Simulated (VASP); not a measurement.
# HfB (Fm-3m) in VASP: a series of runs

Aim: see how the results for HfB move with the level of theory and the settings. Levels: LDA, PBE. Tasks: single point.

Program: VASP 6.6.1. These are calculated values, not measurements. Logs are shortened: lines on timing, memory, paths and dates and some standing lists are left out, and cuts for length are marked.

## (1) The cell of the first run

The structure is cubic, space group Fm-3m (No. 225). The conventional cell has a = 4.558 Å, b = 4.558 Å, c = 4.558 Å, α = 90.00°, β = 90.00°, γ = 90.00°. Hf (site symmetry m-3m) has 6 B at 2.28 Å within 3.0 Å. B (site symmetry m-3m) has 6 Hf at 2.28 Å within 3.0 Å.

## (2) Single point, LDA (11.83 Å³/atom)

INCAR

```
ALGO = Normal ; EDIFF = 1E-7
ENCUT = 520 ; GGA = CA
ISIF = 2 ; ISMEAR = -1
LASPH = True ; LCHARG = False
LREAL = False ; LWAVE = False
NBANDS = 14 ; NELM = 60
PREC = Accurate ; SIGMA = 0.05
```

KPOINTS

```
k-points
0
Gamma
  15 15 15
```

POSCAR

```
HfB
1.0
    0.0000000000      2.2787799567      2.2787799567
    2.2787799567      0.0000000000      2.2787799567
    2.2787799567      2.2787799567      0.0000000000
Hf B
1 1
Direct
    0.5000000000      0.5000000000      0.5000000000
    0.0000000000      0.0000000000      0.0000000000
```

Potentials or basis: VASP PAW LDA potentials, release 64 (Hf_pv, B).

Run with:

```sh
$ cat potpaw_LDA.64/Hf_pv/POTCAR potpaw_LDA.64/B/POTCAR > POTCAR
$ mpirun -np 1 vasp_std > vasp.out
```

OUTCAR:

```text
EDIFF = 1E-7
   ENCUT = 520
   GGA = CA
   ISIF = 2
   ISMEAR = -1
   LASPH = True
   LREAL = False
   NELM = 60
   PREC = Accurate

 ion  position               nearest neighbor table
   1  0.500  0.500  0.500-   2 2.28   2 2.28   2 2.28   2 2.28   2 2.28   2 2.28
   2  0.000  0.000  0.000-   1 2.28   1 2.28   1 2.28   1 2.28   1 2.28   1 2.28

  LATTYP: Found a face centered cubic cell.
 ALAT       =     4.5575599134

  Lattice vectors:

 A1 = (   0.0000000000,   2.2787799567,   2.2787799567)
 A2 = (   2.2787799567,   0.0000000000,   2.2787799567)
 A3 = (   2.2787799567,   2.2787799567,   0.0000000000)

Analysis of symmetry for initial positions (statically):
=====================================================================
 Subroutine PRICEL returns:
 Original cell was already a primitive cell.

 Routine SETGRP: Setting up the symmetry group for a
 face centered cubic supercell.

 Subroutine GETGRP returns: Found 48 space group operations
 (whereof 48 operations were pure point group operations)
 out of a pool of 48 trial point group operations.

The static configuration has the point symmetry O_h .

Analysis of symmetry for dynamics (positions and initial velocities):
=====================================================================
 Subroutine PRICEL returns:
 Original cell was already a primitive cell.

 Routine SETGRP: Setting up the symmetry group for a
 face centered cubic supercell.

 Subroutine GETGRP returns: Found 48 space group operations
 (whereof 48 operations were pure point group operations)
 out of a pool of 48 trial point group operations.

The dynamic configuration has the point symmetry O_h .

 Subroutine INISYM returns: Found 48 space group operations
 (whereof 48 operations are pure point group operations),
 and found     1 'primitive' translations

----------------------------------------------------------------------------------------

                                     Primitive cell

  volume of cell :      23.6667

  direct lattice vectors                    reciprocal lattice vectors
     0.000000000  2.278779957  2.278779957    -0.219415656  0.219415656  0.219415656
     2.278779957  0.000000000  2.278779957     0.219415656 -0.219415656  0.219415656
     2.278779957  2.278779957  0.000000000     0.219415656  0.219415656 -0.219415656

  length of vectors
     3.222681520  3.222681520  3.222681520     0.380039065  0.380039065  0.380039065

  position of ions in fractional coordinates (direct lattice)
     0.500000000  0.500000000  0.500000000
     0.000000000  0.000000000  0.000000000

  ion indices of the primitive-cell ions
   primitive index   ion index
                 1           1
                 2           2

----------------------------------------------------------------------------------------

 KPOINTS: k-points

Automatic generation of k-mesh.
 Grid dimensions read from file:
 generate k-points for:   15   15   15

 Generating k-lattice:

  Cartesian coordinates                     Fractional coordinates (reciprocal lattice)
    -0.014627710  0.014627710  0.014627710     0.066666667  0.000000000  0.000000000
     0.014627710 -0.014627710  0.014627710     0.000000000  0.066666667  0.000000000
     0.014627710  0.014627710 -0.014627710     0.000000000  0.000000000  0.066666667

  Length of vectors
     0.025335938  0.025335938  0.025335938

  Shift w.r.t. Gamma in fractional coordinates (k-lattice)
     0.000000000  0.000000000  0.000000000

 Subroutine IBZKPT returns following result:
 ===========================================

 Found    120 irreducible k-points:

 Following reciprocal coordinates:
            Coordinates               Weight
  0.000000  0.000000  0.000000      1.000000
  0.066667  0.000000  0.000000      8.000000
  0.133333  0.000000  0.000000      8.000000
  0.200000  0.000000  0.000000      8.000000
  0.266667  0.000000  0.000000      8.000000
  0.333333  0.000000  0.000000      8.000000
[... 16 lines left out ...]
  0.133333  0.133333  0.000000      6.000000
  0.200000  0.133333  0.000000     24.000000
 [... further k-points ...]
   k-points           NKPTS =    120   k-points in BZ     NKDIM =    120   number of bands    NBANDS=     14
   number of dos      NEDOS =    301   number of ions     NIONS =      2
   total plane-waves  NPLWV =  13824
   dimension x,y,z NGX =    24 NGY =   24 NGZ =   24
   dimension x,y,z NGXF=    48 NGYF=   48 NGZF=   48
   ions per type =               1   1
   NGX,Y,Z   is equivalent  to a cutoff of  12.38, 12.38, 12.38 a.u.
   NGXF,Y,Z  is equivalent  to a cutoff of  24.76, 24.76, 24.76 a.u.
 SYSTEM =  unknown system
   PREC   = accura    normal or accurate (medium, high low for compatibility)
   ISTART =      0    job   : 0-new  1-cont  2-samecut
   ICHARG =      2    charge: 1-file 2-atom 10-const
   ISPIN  =      1    spin polarized calculation?
   LNONCOLLINEAR =      F non collinear calculations
   LSORBIT =      F    spin-orbit coupling
   LASPH  =      T    aspherical Exc in radial PAW
   ENCUT  =  520.0 eV  38.22 Ry    6.18 a.u.   5.99  5.99  5.99*2*pi/ulx,y,z
   NELM   =     60;   NELMIN=  2; NELMDL= -5     # of ELM steps
   EDIFF  = 0.1E-06   stopping-criterion for ELM
   LREAL  =      F    real-space projection
   EDIFFG = 0.1E-05   stopping-criterion for IOM
   NSW    =      0    number of steps for IOM
   IBRION =     -1    ionic relax: 0-MD 1-quasi-New 2-CG
   NFREE  =      0    steps in history (QN), initial steepest desc. (CG)
   ISIF   =      2    stress and relaxation
   ISYM   =      2    0-nonsym 1-usesym 2-fastsym
   POTIM  = 0.5000    time-step for ionic-motion
   TEBEG  =    0.0;   TEEND  =   0.0 temperature during run
   PSTRESS=    0.0 pullay stress
   NELECT =      13.0000    total number of electrons
   NUPDOWN=      -1.0000    fix difference up-down
   EMIN   =  10.00;   EMAX   =-10.00  energy-range for DOS
   EFERMI =   0.00;   METHOD = LEGACY
   ISMEAR =    -1;   SIGMA  =   0.05  broadening in eV -4-tet -1-fermi 0-gaus
   EFERMI_NEDOS =   21; number of points for ismear=-14 and -15
   IALGO  =     38    algorithm
   IMIX   =      4    mixing-type and parameters
     AMIX     =   0.40;   BMIX     =  1.00
     AMIX_MAG =   1.60;   BMIX_MAG =  1.00
  volume/ion in A,a.u.               =      11.83        79.86
  Fermi-wavevector in a.u.,A,eV,Ry     =   1.340737  2.533625 24.457498  1.797575
  Thomas-Fermi vector in A             =   2.469026
   LORBIT       =      0    0 simple, 1 ext, 2 COOP (PROOUT), +10 PAW based schemes
   GGA     = CA    functional components
   LHFCALC =     F    Hartree Fock is set to
   AEXX    =    0.0000 exact exchange contribution
   IVDW    =     0    specifies the selected vdW correction
   LEPSILON=     F    determine dielectric tensor
   LRPA    =     F    only Hartree local field effects (RPA)
 non-spin polarized calculation
  energy-cutoff  :      520.00
  volume of cell :       23.67
 maximum number of plane-waves:       650
   NGX = 11   NGY = 11   NGZ = 11

 number of electron      13.0000001 magnetization

 Free energy of the ion-electron system (eV)
  ---------------------------------------------------
  ext. energy  EPLUGINS =         0.00000000
  ---------------------------------------------------
  free energy    TOTEN  =       -18.71770631 eV

  energy without entropy =      -18.70945448  energy(sigma->0) =      -18.71358039

 E-fermi :   5.3725     XC(G=0): -12.6464

 val. band max:        5.3383537352   @ k =  -0.1333   0.2000   0.0667
 cond. band min:       5.4037570833   @ k =  -0.2000   0.0667   0.0000
 fundamental gap:      0.0654033482
 Fermi energy:         5.3724675950

 k-point     1 :       0.0000    0.0000    0.0000
  band No.  band energies     occupation
      1     -22.5854      2.00000
      2     -22.5854      2.00000
      3     -22.5854      2.00000
      4      -4.1889      2.00000
      5       7.5231      0.00000
      6       7.5231      0.00000
      7       7.5231      0.00000
      8       9.4545      0.00000
      9       9.4545      0.00000
     10       9.4545      0.00000
     11       9.6838      0.00000
     12       9.6838      0.00000
     13      17.2841      0.00000
     14      19.1218      0.00000

 k-point     2 :       0.0667    0.0000    0.0000
  band No.  band energies     occupation
      1     -22.6258      2.00000
      2     -22.5894      2.00000
      3     -22.5894      2.00000
      4      -4.0515      2.00000
      5       7.0680      0.00000
      6       7.4469      0.00000
      7       7.4469      0.00000
      8       8.4921      0.00000
      9       8.4921      0.00000
     10       9.7110      0.00000
     11      10.9932      0.00000
     12      10.9932      0.00000
     13      17.6315      0.00000
     14      19.2528      0.00000

 k-point     3 :       0.1333    0.0000    0.0000
  band No.  band energies     occupation
      1     -22.7381      2.00000
      2     -22.6006      2.00000
      3     -22.6006      2.00000
      4      -3.6536      2.00000
      5       6.1469      0.00000
      6       6.7672      0.00000
      7       6.7672      0.00000
      8       8.3960      0.00000
      9       8.3960      0.00000
     10      10.1072      0.00000
     11      12.5699      0.00000
     12      12.5699      0.00000
     13      18.5962      0.00000
     14      19.5675      0.00000
[... 324 lines left out ...]
 k-point    23 :       0.1333    0.1333    0.0000
  band No.  band energies     occupation
      1     -22.7271      2.00000
      2     -22.6367      2.00000
      3     -22.6367      2.00000
      4      -3.4852      2.00000
      5       5.6957      0.00311
      6       6.7000      0.00000
      7       7.0524      0.00000
      8       7.0524      0.00000
      9       9.9774      0.00000
     10      10.8877      0.00000
     11      10.8877      0.00000
     12      13.8406      0.00000
     13      18.9848      0.00000
     14      19.7865      0.00000

 k-point    24 :       0.2000    0.1333    0.0000
  band No.  band energies     occupation
      1     -22.8320      2.00000
      2     -22.6618      2.00000
      3     -22.6523      2.00000
      4      -3.0424      2.00000
      5       4.8677      1.99992
      6       6.0019      0.00001
      7       6.7539      0.00000
      8       7.3575      0.00000
      9       9.9808      0.00000
     10      11.3756      0.00000
     11      12.0135      0.00000
     12      14.9852      0.00000
     13      19.8444      0.00000
     14      19.9753      0.00000

 [... further k-points ...]

------------------------ aborting loop because EDIFF is reached ----------------------------------------

  FORCE on cell =-STRESS in cart. coord.  units (eV):
  Direction    XX          YY          ZZ          XY          YZ          ZX
  --------------------------------------------------------------------------------------
  -------------------------------------------------------------------------------------
  Total        4.6839453      4.6839453      4.6839453     -0.0000000     -0.0000000      0.0000000
  in kB      317.0919609    317.0919609    317.0919609     -0.0000000     -0.0000000      0.0000000
  external PRESSURE =     317.0919609 kB  Pullay stress =       0.0000000 kB

 VOLUME and BASIS-vectors are now :
 -----------------------------------------------------------------------------
  energy-cutoff  :      520.00
  volume of cell :       23.67
      direct lattice vectors                 reciprocal lattice vectors
     0.000000000  2.278779957  2.278779957    -0.219415656  0.219415656  0.219415656
     2.278779957  0.000000000  2.278779957     0.219415656 -0.219415656  0.219415656
     2.278779957  2.278779957  0.000000000     0.219415656  0.219415656 -0.219415656

 POSITION                                       TOTAL-FORCE (eV/Angst)
 -----------------------------------------------------------------------------------
      2.27878      2.27878      2.27878         0.000000     -0.000000      0.000000
      0.00000      0.00000      0.00000        -0.000000      0.000000     -0.000000
 -----------------------------------------------------------------------------------
    total drift:                               -0.000000     -0.000000      0.000000

  FREE ENERGIE OF THE ION-ELECTRON SYSTEM (eV)
  ---------------------------------------------------
  free  energy   TOTEN  =       -18.7177063139 eV

  energy  without entropy=      -18.7094544755  energy(sigma->0) =      -18.71358039
```

Run time: 19 s. Hardware: 1 thread of AMD EPYC 9R45 (Zen 5), shared host; peak memory 0.13 GiB.

Results:

```
Free energy            : -18.7177 eV
Pressure               : 31.7 GPa
Band gap on the k mesh : zero (an odd number of electrons rules out a gap without spin polarisation)
```

Levels at points of the mesh, in eV from the Fermi level:
| k point | band 4 | band 5 | band 6 | band 7 | band 8 | band 9 | band 10 | band 11 |
| --- | --- | --- | --- | --- | --- | --- | --- | --- |
| (0.00, 0.00, 0.00) | -9.56 | 2.15 | 2.15 | 2.15 | 4.08 | 4.08 | 4.08 | 4.31 |

Caveat: the cell stands under pressure; spin-orbit coupling is left out, which moves the levels of the heavy elements.

## (3) Single point, PBE

This run uses another cell than the first one, of 12.33 Å³/atom.

INCAR

```
ALGO = Normal ; EDIFF = 1E-6
ENCUT = 520 ; GGA = PE
ISIF = 2 ; ISMEAR = -1
LASPH = True ; LCHARG = False
LREAL = False ; LWAVE = False
NBANDS = 14 ; NELM = 100
PREC = Accurate ; SIGMA = 0.05
```

KPOINTS is that of step 2.

POSCAR

```
HfB
1.0
    0.0000000000      2.3100000000      2.3100000000
    2.3100000000      0.0000000000      2.3100000000
    2.3100000000      2.3100000000      0.0000000000
Hf B
1 1
Direct
    0.5000000000      0.5000000000      0.5000000000
    0.0000000000      0.0000000000      0.0000000000
```

Potentials or basis: VASP PAW PBE potentials, release 64 (Hf_pv, B).

Run with:

```sh
$ cat potpaw_PBE.64/Hf_pv/POTCAR potpaw_PBE.64/B/POTCAR > POTCAR
$ mpirun -np 1 vasp_std > vasp.out
```

Run time: 18 s. Hardware: 1 thread of AMD EPYC 9R45 (Zen 5), shared host; peak memory 0.14 GiB.

The run converged. Its results:

```
Free energy            : -17.1557 eV
Pressure               : 30.7 GPa
Band gap on the k mesh : zero (an odd number of electrons rules out a gap without spin polarisation)
```

Levels at points of the mesh, in eV from the Fermi level:
```tsv
k point	band 3	band 4	band 5	band 6	band 7	band 8	band 9	band 10	band 11	band 12
(0.00, 0.00, 0.00)	-28.32	-9.60	2.18	2.18	2.18	3.94	3.94	3.94	4.20	4.20
```

Caveat: the cell stands under pressure; spin-orbit coupling is left out, which moves the levels of the heavy elements.

## (4) Single point, PBE

This run uses another cell than the first one, of 12.33 Å³/atom.

INCAR

```
SYSTEM = HfB
PREC     = Accurate       ! precision mode
ENCUT    = 520            ! plane-wave cutoff, eV
EDIFF    = 1E-7           ! SCF threshold, eV
ISMEAR   = -1             ! smearing method
SIGMA    = 0.05           ! smearing width, eV
LREAL    = .FALSE.        ! projectors in reciprocal space
LASPH    = .TRUE.         ! aspherical terms in the spheres
NELM     = 60             ! most SCF steps
ALGO     = Normal         ! electronic algorithm
ISIF     = 2              ! what is computed and relaxed
LWAVE    = .FALSE.        ! write WAVECAR
LCHARG   = .FALSE.        ! write CHGCAR
GGA      = PE             ! functional
NBANDS   = 14             ! bands
```

KPOINTS

```
regular mesh
0
G
  15 15 15
  0 0 0
```

POSCAR is that of step 3.

Run with:

```sh
$ cat potpaw_PBE.64/Hf_pv/POTCAR potpaw_PBE.64/B/POTCAR > POTCAR
$ mpirun -np 1 vasp_std > vasp.out
```

Run time: 18 s. Hardware: 1 thread of AMD EPYC 9R45 (Zen 5), shared host; peak memory 0.14 GiB.

Results (log left out):

```
Free energy            : -17.1557 eV
Pressure               : 30.7 GPa
Band gap on the k mesh : zero (an odd number of electrons rules out a gap without spin polarisation)
```

Levels at points of the mesh, in eV from the Fermi level:
```csv
k point,band 3,band 4,band 5,band 6,band 7,band 8,band 9,band 10,band 11,band 12
"(0.00, 0.00, 0.00)",-28.32,-9.60,2.18,2.18,2.18,3.94,3.94,3.94,4.20,4.20
```

Caveat: the cell stands under pressure; spin-orbit coupling is left out, which moves the levels of the heavy elements.
